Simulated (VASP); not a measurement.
# BiTe (F-43m) in VASP: notebook, part 2 of 2

VASP 6.6.1. Earlier steps stand in the parts before.

### Step 4. Single point, r2SCAN

This run uses another cell than the first one, of 46.54 Å³/atom.

The input, POSCAR:

```
BiTe
1.0
    0.0000000000      3.5969558017      3.5969558017
    3.5969558017      0.0000000000      3.5969558017
    3.5969558017      3.5969558017      0.0000000000
Bi Te
1 1
Direct
    0.0000000000      0.0000000000      0.0000000000
    0.2500000000      0.2500000000      0.2500000000
```

The input, INCAR.step1:

```
ALGO = Normal
EDIFF = 1E-4
ENCUT = 520
GGA = PE
ISMEAR = 0
LASPH = True
LCHARG = False
LREAL = False
LWAVE = True
NBANDS = 18
NELM = 100
PREC = Accurate
SIGMA = 0.05
```

The input, INCAR.step2:

```
ALGO = Normal
EDIFF = 1E-6
ENCUT = 520
ISIF = 2
ISMEAR = 0
ISTART = 1
LASPH = True
LCHARG = False
LMIXTAU = True
LREAL = False
LWAVE = False
METAGGA = R2SCAN
NBANDS = 18
NELM = 100
PREC = Accurate
SIGMA = 0.05
```

The input, KPOINTS:

```
k-points
0
Gamma
  8 8 8
```

Potentials or basis: VASP PAW PBE potentials, release 64 (Bi_d, Te).

Command:

```console
$ cat potpaw_PBE.64/Bi_d/POTCAR potpaw_PBE.64/Te/POTCAR > POTCAR
$ cp INCAR.step1 INCAR
$ mpirun -np 1 vasp_std > vasp.out
$ cp INCAR.step2 INCAR
$ mpirun -np 1 vasp_std > vasp.out
```

OUTCAR:

```text
EDIFF = 1E-6
   ENCUT = 520
   ISIF = 2
   ISMEAR = 0
   ISTART = 1
   LASPH = True
   LREAL = False
   METAGGA = R2SCAN
   NELM = 100
   PREC = Accurate

 ion  position               nearest neighbor table
   1  0.000  0.000  0.000-   2 3.12   2 3.12   2 3.12   2 3.12
   2  0.250  0.250  0.250-   1 3.12   1 3.12   1 3.12   1 3.12

  LATTYP: Found a face centered cubic cell.
 ALAT       =     7.1939116034

  Lattice vectors:

 A1 = (   0.0000000000,   3.5969558017,   3.5969558017)
 A2 = (   3.5969558017,   0.0000000000,   3.5969558017)
 A3 = (   3.5969558017,   3.5969558017,   0.0000000000)

Analysis of symmetry for initial positions (statically):
=====================================================================
 Subroutine PRICEL returns:
 Original cell was already a primitive cell.

 Routine SETGRP: Setting up the symmetry group for a
 face centered cubic supercell.

 Subroutine GETGRP returns: Found 24 space group operations
 (whereof 24 operations were pure point group operations)
 out of a pool of 48 trial point group operations.

The static configuration has the point symmetry T_d .

Analysis of symmetry for dynamics (positions and initial velocities):
=====================================================================
 Subroutine PRICEL returns:
 Original cell was already a primitive cell.

 Routine SETGRP: Setting up the symmetry group for a
 face centered cubic supercell.

 Subroutine GETGRP returns: Found 24 space group operations
 (whereof 24 operations were pure point group operations)
 out of a pool of 48 trial point group operations.

The dynamic configuration has the point symmetry T_d .

 Subroutine INISYM returns: Found 24 space group operations
 (whereof 24 operations are pure point group operations),
 and found     1 'primitive' translations

----------------------------------------------------------------------------------------

                                     Primitive cell

  volume of cell :      93.0755

  direct lattice vectors                    reciprocal lattice vectors
     0.000000000  3.596955802  3.596955802    -0.139006434  0.139006434  0.139006434
     3.596955802  0.000000000  3.596955802     0.139006434 -0.139006434  0.139006434
     3.596955802  3.596955802  0.000000000     0.139006434  0.139006434 -0.139006434

  length of vectors
     5.086863678  5.086863678  5.086863678     0.240766207  0.240766207  0.240766207

  position of ions in fractional coordinates (direct lattice)
     0.000000000  0.000000000  0.000000000
     0.250000000  0.250000000  0.250000000

  ion indices of the primitive-cell ions
   primitive index   ion index
                 1           1
                 2           2

----------------------------------------------------------------------------------------

 KPOINTS: k-points

Automatic generation of k-mesh.
 Grid dimensions read from file:
 generate k-points for:    8    8    8

 Generating k-lattice:

  Cartesian coordinates                     Fractional coordinates (reciprocal lattice)
    -0.017375804  0.017375804  0.017375804     0.125000000  0.000000000  0.000000000
     0.017375804 -0.017375804  0.017375804     0.000000000  0.125000000  0.000000000
     0.017375804  0.017375804 -0.017375804     0.000000000  0.000000000  0.125000000

  Length of vectors
     0.030095776  0.030095776  0.030095776

  Shift w.r.t. Gamma in fractional coordinates (k-lattice)
     0.000000000  0.000000000  0.000000000

 Subroutine IBZKPT returns following result:
 ===========================================

 Found     29 irreducible k-points:

 Following reciprocal coordinates:
            Coordinates               Weight
  0.000000  0.000000  0.000000      1.000000
  0.125000  0.000000  0.000000      8.000000
  0.250000  0.000000  0.000000      8.000000
  0.375000  0.000000  0.000000      8.000000
  0.500000  0.000000  0.000000      4.000000
  0.125000  0.125000  0.000000      6.000000
[... 16 lines left out ...]
  0.500000  0.250000  0.125000     48.000000
 -0.375000  0.250000  0.125000     24.000000
 [... further k-points ...]
   k-points           NKPTS =     29   k-points in BZ     NKDIM =     29   number of bands    NBANDS=     18
   number of dos      NEDOS =    301   number of ions     NIONS =      2
   total plane-waves  NPLWV =  64000
   dimension x,y,z NGX =    40 NGY =   40 NGZ =   40
   dimension x,y,z NGXF=    80 NGYF=   80 NGZF=   80
   ions per type =               1   1
   NGX,Y,Z   is equivalent  to a cutoff of  13.07, 13.07, 13.07 a.u.
   NGXF,Y,Z  is equivalent  to a cutoff of  26.15, 26.15, 26.15 a.u.
 SYSTEM =  unknown system
   PREC   = accura    normal or accurate (medium, high low for compatibility)
   ISTART =      1    job   : 0-new  1-cont  2-samecut
   ICHARG =      0    charge: 1-file 2-atom 10-const
   ISPIN  =      1    spin polarized calculation?
   LNONCOLLINEAR =      F non collinear calculations
   LSORBIT =      F    spin-orbit coupling
   LASPH  =      T    aspherical Exc in radial PAW
   ENCUT  =  520.0 eV  38.22 Ry    6.18 a.u.   9.46  9.46  9.46*2*pi/ulx,y,z
   NELM   =    100;   NELMIN=  2; NELMDL=  0     # of ELM steps
   EDIFF  = 0.1E-05   stopping-criterion for ELM
   LREAL  =      F    real-space projection
   EDIFFG = 0.1E-04   stopping-criterion for IOM
   NSW    =      0    number of steps for IOM
   IBRION =     -1    ionic relax: 0-MD 1-quasi-New 2-CG
   NFREE  =      0    steps in history (QN), initial steepest desc. (CG)
   ISIF   =      2    stress and relaxation
   ISYM   =      2    0-nonsym 1-usesym 2-fastsym
   POTIM  = 0.5000    time-step for ionic-motion
   TEBEG  =    0.0;   TEEND  =   0.0 temperature during run
   PSTRESS=    0.0 pullay stress
   NELECT =      21.0000    total number of electrons
   NUPDOWN=      -1.0000    fix difference up-down
   EMIN   =  10.00;   EMAX   =-10.00  energy-range for DOS
   EFERMI =   0.00;   METHOD = LEGACY
   ISMEAR =     0;   SIGMA  =   0.05  broadening in eV -4-tet -1-fermi 0-gaus
   EFERMI_NEDOS =   21; number of points for ismear=-14 and -15
   IALGO  =     38    algorithm
   IMIX   =      4    mixing-type and parameters
     AMIX     =   0.40;   BMIX     =  1.00
     AMIX_MAG =   1.60;   BMIX_MAG =  1.00
  volume/ion in A,a.u.               =      46.54       314.05
  Fermi-wavevector in a.u.,A,eV,Ry     =   0.996635  1.883367 13.514415  0.993281
  Thomas-Fermi vector in A             =   2.128737
   LORBIT       =      0    0 simple, 1 ext, 2 COOP (PROOUT), +10 PAW based schemes
   METAGGA = R2SCAN    functional components
   LHFCALC =     F    Hartree Fock is set to
   AEXX    =    0.0000 exact exchange contribution
   IVDW    =     0    specifies the selected vdW correction
   LEPSILON=     F    determine dielectric tensor
   LRPA    =     F    only Hartree local field effects (RPA)
 non-spin polarized calculation
 Gauss-broadening in eV      SIGMA  =   0.05
  energy-cutoff  :      520.00
  volume of cell :       93.08
 maximum number of plane-waves:      2541
 NGX is ok and might be reduce to    40
   NGX = 19   NGY = 19   NGZ = 19

 number of electron      21.0000000 magnetization

 Free energy of the ion-electron system (eV)
  ---------------------------------------------------
  ext. energy  EPLUGINS =         0.00000000
  ---------------------------------------------------
  free energy    TOTEN  =       -83.41944485 eV

  energy without entropy =      -83.41521685  energy(sigma->0) =      -83.41733085

 E-fermi :   3.9484     XC(G=0):  -8.3057

 val. band max:        3.9305722944   @ k =  -0.3750   0.3750   0.1250
 cond. band min:       3.9999899917   @ k =  -0.2500   0.5000   0.2500
 fundamental gap:      0.0694176973
 Fermi energy:         3.9484345573

 k-point     1 :       0.0000    0.0000    0.0000
  band No.  band energies     occupation
      1     -20.3084      2.00000
      2     -20.3084      2.00000
      3     -20.3084      2.00000
      4     -20.2929      2.00000
      5     -20.2929      2.00000
      6      -9.8863      2.00000
[... 10 lines left out ...]
     17      11.2700      0.00000
     18      11.2700      0.00000
[... 463 lines left out ...]
 k-point    24 :      -0.3750    0.2500    0.1250
  band No.  band energies     occupation
      1     -20.3111      2.00000
      2     -20.3060      2.00000
      3     -20.3053      2.00000
      4     -20.2931      2.00000
      5     -20.2925      2.00000
      6      -8.7038      2.00000
[... 10 lines left out ...]
     17      11.0427      0.00000
     18      12.9781      0.00000

 [... further k-points ...]

------------------------ aborting loop because EDIFF is reached ----------------------------------------

  FORCE on cell =-STRESS in cart. coord.  units (eV):
  Direction    XX          YY          ZZ          XY          YZ          ZX
  --------------------------------------------------------------------------------------
  -------------------------------------------------------------------------------------
  Total       -0.0127055     -0.0127055     -0.0127055     -0.0000000     -0.0000000      0.0000000
  in kB       -0.2187092     -0.2187092     -0.2187092     -0.0000000     -0.0000000      0.0000000
  external PRESSURE =      -0.2187092 kB  Pullay stress =       0.0000000 kB

 VOLUME and BASIS-vectors are now :
 -----------------------------------------------------------------------------
  energy-cutoff  :      520.00
  volume of cell :       93.08
      direct lattice vectors                 reciprocal lattice vectors
     0.000000000  3.596955802  3.596955802    -0.139006434  0.139006434  0.139006434
     3.596955802  0.000000000  3.596955802     0.139006434 -0.139006434  0.139006434
     3.596955802  3.596955802  0.000000000     0.139006434  0.139006434 -0.139006434

 POSITION                                       TOTAL-FORCE (eV/Angst)
 -----------------------------------------------------------------------------------
      0.00000      0.00000      0.00000         0.000000      0.000000      0.000000
      1.79848      1.79848      1.79848        -0.000000     -0.000000     -0.000000
 -----------------------------------------------------------------------------------
    total drift:                               -0.000000     -0.000000     -0.000000

  FREE ENERGIE OF THE ION-ELECTRON SYSTEM (eV)
  ---------------------------------------------------
  free  energy   TOTEN  =       -83.4194448467 eV

  energy  without entropy=      -83.4152168544  energy(sigma->0) =      -83.41733085
```

OSZICAR.step1:

```text
N       E                     dE             d eps       ncg     rms          rms(c)
DAV:   1     0.158614400652E+03    0.15861E+03   -0.94666E+03  1044   0.103E+03
DAV:   2     0.568706252904E+01   -0.15293E+03   -0.14963E+03  1136   0.284E+02
DAV:   3    -0.637980848272E+01   -0.12067E+02   -0.11975E+02  1258   0.889E+01
DAV:   4    -0.671576027916E+01   -0.33595E+00   -0.33574E+00  1250   0.167E+01
DAV:   5    -0.673007628013E+01   -0.14316E-01   -0.14315E-01  1444   0.309E+00    0.666E+00
DAV:   6    -0.667217679888E+01    0.57899E-01   -0.18556E-01  1474   0.215E+00    0.439E+00
DAV:   7    -0.667308789533E+01   -0.91110E-03   -0.43557E-02  1138   0.873E-01    0.701E-01
DAV:   8    -0.667267046582E+01    0.41743E-03   -0.58871E-03  1184   0.432E-01    0.211E-01
DAV:   9    -0.667282680921E+01   -0.15634E-03   -0.74379E-04  1128   0.151E-01    0.688E-02
DAV:  10    -0.667282677155E+01    0.37659E-07   -0.30304E-05   618   0.329E-02
   1 F= -.66728268E+01 E0= -.66707307E+01  d E =-.419211E-02
```

Wall time 2.3 min (1 thread of Intel Xeon Platinum 8488C (Sapphire Rapids), shared host); peak memory 0.27 GiB.

Results:

| Property | Result |
| --- | --- |
| Free energy | -83.4194 eV |
| Pressure | 0.0 GPa |
| Band gap on the k mesh | zero (an odd number of electrons rules out a gap without spin polarisation) |

Caveat: the PAW data sets were made with another functional, which shifts forces and pressure a little; spin-orbit coupling is left out, which moves the levels of the heavy elements; an odd number of electrons without spin polarisation forces a metal; a magnetic or distorted state may lie lower.

The gap in the log of VASP goes by the Fermi energy; the results here count the filled bands.